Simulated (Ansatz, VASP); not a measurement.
Two plane-wave programs on AlN

File INCAR:

```
PREC = Accurate ; ENCUT = 520
EDIFF = 1E-7 ; ISMEAR = 0
SIGMA = 0.05 ; LREAL = False
LASPH = True ; NELM = 60
ALGO = Normal ; ISIF = 2
LWAVE = False ; LCHARG = True
GGA = PS ; LELF = True
LVHAR = True ; NBANDS = 16
```

File KPOINTS:

```
Automatic mesh
0
Gamma
  9 9 6
```

File POSCAR:

```
AlN
1.0
    3.2663082976      0.0000000000      0.0000000000
   -1.6331541488      2.8287059623      0.0000000000
    0.0000000000      0.0000000000      4.2295426146
Al N
2 2
Direct
    0.3333333333      0.6666666667      0.7500000000
    0.6666666667      0.3333333333      0.2500000000
    0.3333333333      0.6666666667      0.2500000000
    0.6666666667      0.3333333333      0.7500000000
```

Input for Ansatz:

```yaml
crystal:
  lattice:
    - [3.2663082976, 0.0, 0.0]
    - [-1.6331541488, 2.8287059623, 0.0]
    - [0.0, 0.0, 4.2295426146]
  atoms:
    - { symbol: Al, position: [0.3333333333, 0.6666666667, 0.75] }
    - { symbol: Al, position: [0.6666666667, 0.3333333333, 0.25] }
    - { symbol: "N", position: [0.3333333333, 0.6666666667, 0.25] }
    - { symbol: "N", position: [0.6666666667, 0.3333333333, 0.75] }
basis:
  ecutwfc: 520.0
kpoints:
  mp_grid: { grid: [9, 9, 6] }
hamiltonian:
  xc: pbesol
  pseudopotentials: { kind: paw, azcp: { folder: soft_1 } }
scf:
  occupations: { method: gaussian, width: 0.05 }
output:
  forces: true
  stress: true
  eigenvalues: true
```

Alike in both runs: task single point; functional PBEsol; k mesh 9 × 9 × 6; occupations gaussian, width 0.05 eV; no spin polarisation.

|  | VASP | Ansatz |
| --- | --- | --- |
| version | VASP 6.6.1 | Ansatz 0.2.0 |
| potentials or method | VASP PAW PBE potentials, release 64 (Al, N), cutoff 520 eV | scalar-relativistic, plane waves, PAW |
| valence electrons in the cell | 16 | 16 |

Ansatz gave:

| Quantity | Value |
| --- | --- |
| gap on the k mesh at the Fermi level (eV) | 3.25 |
| least direct gap on the mesh (eV) | 3.25 |
| pressure (GPa) | 1.1 |
| traceless stress, the component that is largest in VASP (GPa) | -4.27 |

Problem. Estimate VASP's values.

Solution. gap on the k mesh at the Fermi level (eV): 3.26; least direct gap on the mesh (eV): 3.26; pressure (GPa): 1.1; traceless stress, the component that is largest in VASP (GPa): -4.32.

VASP's potentials were made for PBE, not for PBEsol, and Ansatz warns of the same on its side. With one functional, cell and mesh, what is left measures potentials, basis and numerics.
